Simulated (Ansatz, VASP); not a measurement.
## CsI: VASP beside Ansatz

```
Cs I
1.0
     4.56670    0.00000    0.00000
     0.00000    4.56670    0.00000
     0.00000    0.00000    4.56670
Cs I
1 1
Cartesian
  0.0000 0.0000 0.0000
  2.2833 2.2833 2.2833
```

Alike in both runs: task single point; functional PBEsol; k mesh 10 × 10 × 10; occupations gaussian, width 0.05 eV; no spin polarisation.

|  | VASP | Ansatz |
| --- | --- | --- |
| version | VASP 6.6.1 | Ansatz 0.2.0 |
| potentials or method | VASP PAW PBE potentials, release 64 (Cs_sv, I), cutoff 500 eV | scalar-relativistic, plane waves, PAW |
| valence electrons in the cell | 16 | 26 |

|  | VASP | Ansatz | Ansatz less VASP |
| --- | --- | --- | --- |
| gap on the k mesh at the Fermi level (eV) | 3.70 | 3.72 | +0.013 |
| pressure (GPa) | -0.4 | -0.5 | -0.04 |

VASP's potentials were made for PBE, not for PBEsol. The functional is the same, so the differences come from potentials, cutoffs and numerics. VASP's potentials hold 16 valence electrons a cell and Ansatz's 26, so a difference there can come from the potentials and not from the codes.

Neither program's run includes spin-orbit coupling.
